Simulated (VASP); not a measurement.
# Zn8O7 (P1) in VASP: single point with PBE

Aim: the single point of Zn8O7 with PBE.

All numbers are computed with VASP 6.6.1; they aren't measurements. Logs are shortened: lines on timing, memory, paths and dates and some standing lists are left out, and cuts for length are marked.

### Step 1. The cell of the first run

The typed cell holds 15 atoms: a = 6.500 Å, b = 6.500 Å, c = 5.210 Å, α = 90.00°, β = 90.00°, γ = 120.00°.

### Step 2. Single point, PBE

File INCAR:

```
PREC = Accurate ; ENCUT = 520
EDIFF = 1E-6 ; ISMEAR = 0
SIGMA = 0.01 ; LREAL = Auto
LASPH = T ; NELM = 100
ALGO = Normal ; ISIF = 2
LWAVE = F ; LCHARG = T
GGA = PE ; LELF = T
LVHAR = T ; NBANDS = 82
NELECT = 136.0
```

File KPOINTS:

```
Automatic mesh
0
Gamma
  1 1 1
```

File POSCAR:

```
Zn8O7
1.0
    6.5000000000      0.0000000000      0.0000000000
   -3.2500000000      5.6291650000      0.0000000000
    0.0000000000      0.0000000000      5.2100000000
Zn O
8 7
Direct
    0.1688170000      0.3281690000      0.9879840000
    0.3344130000      0.1666180000      0.5074110000
    0.1613600000      0.8301880000      0.9996130000
    0.3415310000      0.6719490000      0.4960330000
    0.6659360000      0.3336650000      0.9977830000
    0.8288470000      0.1636400000      0.5084010000
    0.6521440000      0.8328440000      0.9955400000
    0.8348080000      0.6727360000      0.4911140000
    0.1665360000      0.3354020000      0.3816010000
    0.3288960000      0.1666630000      0.8774930000
    0.3233540000      0.6643940000      0.8766400000
    0.6700560000      0.3379320000      0.3875520000
    0.8370460000      0.1731250000      0.8881830000
    0.6639420000      0.8297880000      0.3878660000
    0.8272680000      0.6693350000      0.8823540000
```

Potentials or basis: VASP PAW PBE potentials, release 64 (Zn, O).

Command:

```bash
$ cat potpaw_PBE.64/Zn/POTCAR potpaw_PBE.64/O/POTCAR > POTCAR
$ mpirun -np 1 vasp_gam > vasp.out
```

OUTCAR:

```text
PREC = Accurate
   ENCUT = 520
   EDIFF = 1E-6
   ISMEAR = 0
   LREAL = Auto
   LASPH = T
   NELM = 100
   ISIF = 2
   GGA = PE
   NELECT = 136.0

 ion  position               nearest neighbor table
   1  0.169  0.328  0.988-  10 1.90  13 1.94  11 1.98   9 2.05
   2  0.334  0.167  0.507-  10 1.93  12 1.99   9 2.01
   3  0.161  0.830  1.000-  11 1.95  15 1.98  10 2.00
   4  0.342  0.672  0.496-  14 1.90  11 1.99   9 1.99
   5  0.666  0.334  0.998-  13 1.95  15 1.98  10 2.00  12 2.03
   6  0.829  0.164  0.508-  12 1.98  13 1.98  14 1.98   9 2.01
   7  0.652  0.833  0.996-  11 1.95  15 2.00  13 2.00  14 2.05
   8  0.835  0.673  0.491-  14 1.92  12 1.96  15 2.04
   9  0.167  0.335  0.382-   4 1.99   2 2.01   6 2.01   1 2.05
  10  0.329  0.167  0.877-   1 1.90   2 1.93   3 2.00   5 2.00
  11  0.323  0.664  0.877-   7 1.95   3 1.95   1 1.98   4 1.99
  12  0.670  0.338  0.388-   8 1.96   6 1.98   2 1.99   5 2.03
  13  0.837  0.173  0.888-   1 1.94   5 1.95   6 1.98   7 2.00
  14  0.664  0.830  0.388-   4 1.90   8 1.92   6 1.98   7 2.05
  15  0.827  0.669  0.882-   3 1.98   5 1.98   7 2.00   8 2.04

  LATTYP: Found a hexagonal cell.
 ALAT       =     6.5000000000
 C/A-ratio  =     0.8015384615

  Lattice vectors:

 A1 = (   6.5000000000,   0.0000000000,   0.0000000000)
 A2 = (  -3.2500000000,   5.6291650000,   0.0000000000)
 A3 = (   0.0000000000,   0.0000000000,   5.2100000000)

Analysis of symmetry for initial positions (statically):
=====================================================================
 Subroutine PRICEL returns:
 Original cell was already a primitive cell.

 Routine SETGRP: Setting up the symmetry group for a
 hexagonal supercell.

 Subroutine GETGRP returns: Found  1 space group operations
 (whereof  1 operations were pure point group operations)
 out of a pool of 24 trial point group operations.

The static configuration has the point symmetry C_1 .

Analysis of symmetry for dynamics (positions and initial velocities):
=====================================================================
 Subroutine PRICEL returns:
 Original cell was already a primitive cell.

 Routine SETGRP: Setting up the symmetry group for a
 hexagonal supercell.

 Subroutine GETGRP returns: Found  1 space group operations
 (whereof  1 operations were pure point group operations)
 out of a pool of 24 trial point group operations.

The dynamic configuration has the point symmetry C_1 .

 Subroutine INISYM returns: Found  1 space group operations
 (whereof  1 operations are pure point group operations),
 and found     1 'primitive' translations

----------------------------------------------------------------------------------------

                                     Primitive cell

  volume of cell :     190.6317

  direct lattice vectors                    reciprocal lattice vectors
     6.500000000  0.000000000  0.000000000     0.153846154  0.088823120  0.000000000
    -3.250000000  5.629165000  0.000000000     0.000000000  0.177646241  0.000000000
     0.000000000  0.000000000  5.210000000     0.000000000  0.000000000  0.191938580

  length of vectors
     6.500000000  6.499999892  5.210000000     0.177646238  0.177646241  0.191938580

  position of ions in fractional coordinates (direct lattice)
     0.168817000  0.328169000  0.987984000
     0.334413000  0.166618000  0.507411000
     0.161360000  0.830188000  0.999613000
     0.341531000  0.671949000  0.496033000
     0.665936000  0.333665000  0.997783000
     0.828847000  0.163640000  0.508401000
     0.652144000  0.832844000  0.995540000
     0.834808000  0.672736000  0.491114000
     0.166536000  0.335402000  0.381601000
     0.328896000  0.166663000  0.877493000
     0.323354000  0.664394000  0.876640000
     0.670056000  0.337932000  0.387552000
     0.837046000  0.173125000  0.888183000
     0.663942000  0.829788000  0.387866000
     0.827268000  0.669335000  0.882354000

  ion indices of the primitive-cell ions
   primitive index   ion index
                 1           1
                 2           2
                 3           3
                 4           4
                 5           5
                 6           6
                 7           7
                 8           8
                 9           9
                10          10
                11          11
                12          12
                13          13
                14          14
                15          15

----------------------------------------------------------------------------------------

 KPOINTS: Automatic mesh

Automatic generation of k-mesh.
 Grid dimensions read from file:
 generate k-points for:    1    1    1

 Generating k-lattice:

  Cartesian coordinates                     Fractional coordinates (reciprocal lattice)
     0.153846154  0.088823120  0.000000000     1.000000000  0.000000000  0.000000000
     0.000000000  0.177646241  0.000000000     0.000000000  1.000000000  0.000000000
     0.000000000  0.000000000  0.191938580     0.000000000  0.000000000  1.000000000

  Length of vectors
     0.177646238  0.177646241  0.191938580

  Shift w.r.t. Gamma in fractional coordinates (k-lattice)
     0.000000000  0.000000000  0.000000000

 Subroutine IBZKPT returns following result:
 ===========================================

 Found      1 irreducible k-points:

 Following reciprocal coordinates:
            Coordinates               Weight
  0.000000  0.000000  0.000000      1.000000
   k-points           NKPTS =      1   k-points in BZ     NKDIM =      1   number of bands    NBANDS=     82
   number of dos      NEDOS =    301   number of ions     NIONS =     15
   total plane-waves  NPLWV =  92160
   dimension x,y,z NGX =    48 NGY =   48 NGZ =   40
   dimension x,y,z NGXF=    96 NGYF=   96 NGZF=   80
   ions per type =               8   7
   NGX,Y,Z   is equivalent  to a cutoff of  12.28, 12.28, 12.76 a.u.
   NGXF,Y,Z  is equivalent  to a cutoff of  24.55, 24.55, 25.53 a.u.
 SYSTEM =  unknown system
   PREC   = accura    normal or accurate (medium, high low for compatibility)
   ISTART =      0    job   : 0-new  1-cont  2-samecut
   ICHARG =      2    charge: 1-file 2-atom 10-const
   ISPIN  =      1    spin polarized calculation?
   LNONCOLLINEAR =      F non collinear calculations
   LSORBIT =      F    spin-orbit coupling
   LASPH  =      T    aspherical Exc in radial PAW
   ENCUT  =  520.0 eV  38.22 Ry    6.18 a.u.  12.09 12.09  9.69*2*pi/ulx,y,z
   NELM   =    100;   NELMIN=  2; NELMDL= -5     # of ELM steps
   EDIFF  = 0.1E-05   stopping-criterion for ELM
   LREAL  =      T    real-space projection
   EDIFFG = 0.1E-04   stopping-criterion for IOM
   NSW    =      0    number of steps for IOM
   IBRION =     -1    ionic relax: 0-MD 1-quasi-New 2-CG
   NFREE  =      0    steps in history (QN), initial steepest desc. (CG)
   ISIF   =      2    stress and relaxation
   ISYM   =      2    0-nonsym 1-usesym 2-fastsym
   POTIM  = 0.5000    time-step for ionic-motion
   TEBEG  =    0.0;   TEEND  =   0.0 temperature during run
   PSTRESS=    0.0 pullay stress
   NELECT =     136.0000    total number of electrons
   NUPDOWN=      -1.0000    fix difference up-down
   EMIN   =  10.00;   EMAX   =-10.00  energy-range for DOS
   EFERMI =   0.00;   METHOD = LEGACY
   ISMEAR =     0;   SIGMA  =   0.01  broadening in eV -4-tet -1-fermi 0-gaus
   EFERMI_NEDOS =   21; number of points for ismear=-14 and -15
   IALGO  =     38    algorithm
   IMIX   =      4    mixing-type and parameters
     AMIX     =   0.40;   BMIX     =  1.00
     AMIX_MAG =   1.60;   BMIX_MAG =  1.00
  volume/ion in A,a.u.               =      12.71        85.76
  Fermi-wavevector in a.u.,A,eV,Ry     =   1.462815  2.764320 29.114129  2.139828
  Thomas-Fermi vector in A             =   2.578984
   LORBIT       =      0    0 simple, 1 ext, 2 COOP (PROOUT), +10 PAW based schemes
   GGA     = PE    functional components
   LHFCALC =     F    Hartree Fock is set to
   AEXX    =    0.0000 exact exchange contribution
   IVDW    =     0    specifies the selected vdW correction
   LEPSILON=     F    determine dielectric tensor
   LRPA    =     F    only Hartree local field effects (RPA)
 non-spin polarized calculation
 Gauss-broadening in eV      SIGMA  =   0.01
  energy-cutoff  :      520.00
  volume of cell :      190.63
 maximum number of plane-waves:      2560
   NGX = 25   NGY = 25   NGZ = 19

 number of electron     136.0000014 magnetization

 Free energy of the ion-electron system (eV)
  ---------------------------------------------------
  ext. energy  EPLUGINS =         0.00000000
  ---------------------------------------------------
  free energy    TOTEN  =       -64.25819805 eV

  energy without entropy =      -64.24710964  energy(sigma->0) =      -64.25265385

 E-fermi :   0.2509     XC(G=0): -10.5773

 val. band max:        0.2493246787   @ k =   0.0000   0.0000   0.0000
 cond. band min:       0.2523829797   @ k =   0.0000   0.0000   0.0000
 fundamental gap:      0.0030583010
 Fermi energy:         0.2508666642

 k-point     1 :       0.0000    0.0000    0.0000
  band No.  band energies     occupation
      1     -17.3959      2.00000
      2     -16.9324      2.00000
      3     -16.8553      2.00000
      4     -16.7269      2.00000
      5     -16.5111      2.00000
      6     -16.4533      2.00000
[... 72 lines left out ...]
     79       8.6321      0.00000
     80       8.7101      0.00000
 [bands above 80 left out]

------------------------ aborting loop because EDIFF is reached ----------------------------------------

  FORCE on cell =-STRESS in cart. coord.  units (eV):
  Direction    XX          YY          ZZ          XY          YZ          ZX
  --------------------------------------------------------------------------------------
  -------------------------------------------------------------------------------------
  Total       -8.4926257     -9.8565003    -17.8474317     -0.6772360      0.1560562     -0.1523235
  in kB      -71.3768712    -82.8396515   -149.9999978     -5.6918775      1.3115855     -1.2802133
  external PRESSURE =    -101.4055068 kB  Pullay stress =       0.0000000 kB

 VOLUME and BASIS-vectors are now :
 -----------------------------------------------------------------------------
  energy-cutoff  :      520.00
  volume of cell :      190.63
      direct lattice vectors                 reciprocal lattice vectors
     6.500000000  0.000000000  0.000000000     0.153846154  0.088823120  0.000000000
    -3.250000000  5.629165000  0.000000000     0.000000000  0.177646241  0.000000000
     0.000000000  0.000000000  5.210000000     0.000000000  0.000000000  0.191938580

 POSITION                                       TOTAL-FORCE (eV/Angst)
 -----------------------------------------------------------------------------------
      0.03076      1.84732      5.14740        -0.433619      0.491990      0.899280
      1.63218      0.93792      2.64361        -0.161244     -0.325813     -0.940007
     -1.64927      4.67327      5.20798        -0.282226      0.039640      0.646888
      0.03612      3.78251      2.58433        -1.163409     -0.357397     -0.180849
      3.24417      1.87826      5.19845        -0.237720      0.269707      0.465390
      4.85568      0.92116      2.64877         0.229169      0.302123     -0.275447
      1.53219      4.68822      5.18676         0.553097     -0.024458      0.426514
      3.23986      3.78694      2.55870         0.842074      0.089677      0.129196
     -0.00757      1.88803      1.98814        -0.024764     -0.167163     -0.283523
      1.59617      0.93817      4.57174         0.696948     -0.755148      0.363778
     -0.05748      3.73998      4.56729        -0.180820      0.254686     -0.006448
      3.25709      1.90227      2.01915         0.002690     -0.228805     -0.370340
      4.87814      0.97455      4.62743        -0.195926     -0.474279     -0.165961
      1.61881      4.67101      2.02078         0.041656      0.675461     -0.636177
      3.20190      3.76780      4.59706         0.314094      0.209778     -0.072294
 -----------------------------------------------------------------------------------
    total drift:                                0.006838     -0.003115     -0.011628

  FREE ENERGIE OF THE ION-ELECTRON SYSTEM (eV)
  ---------------------------------------------------
  free  energy   TOTEN  =       -64.2581980505 eV

  energy  without entropy=      -64.2471096418  energy(sigma->0) =      -64.25265385
```

It took 81 s on 1 thread of Intel Xeon Platinum 8259CL at 2.50GHz (Skylake/Cascade Lake), shared host; peak memory 0.27 GiB.

What came out:

| Item | Value |
| --- | --- |
| Free energy | -64.2582 eV |
| Largest force | 1.230 eV/Å |

Forces on the atoms (eV/Å):
```
Zn  -0.434  0.492  0.899
Zn  -0.161 -0.326 -0.940
Zn  -0.282  0.040  0.647
Zn  -1.163 -0.357 -0.181
Zn  -0.238  0.270  0.465
Zn   0.229  0.302 -0.275
Zn   0.553 -0.024  0.427
Zn   0.842  0.090  0.129
O   -0.025 -0.167 -0.284
O    0.697 -0.755  0.364
O   -0.181  0.255 -0.006
O    0.003 -0.229 -0.370
O   -0.196 -0.474 -0.166
O    0.042  0.675 -0.636
O    0.314  0.210 -0.072
```

Levels at points of the mesh, in eV from the Fermi level:
```csv
k point,band 66,band 67,band 68,band 69,band 70,band 71
"(0.00, 0.00, 0.00)",-0.19,-0.02,0.00,0.00,3.66,5.40
```

Caveat: the k points lie up to 1.21 Å⁻¹ apart; the cell carries a net charge on a neutralising background, which shifts energy and pressure; the cell is charged against a uniform background, so pressure and absolute levels hang on convention; forces of over 1 eV/Å act on the atoms, so gaps and moduli don't describe the material at rest.
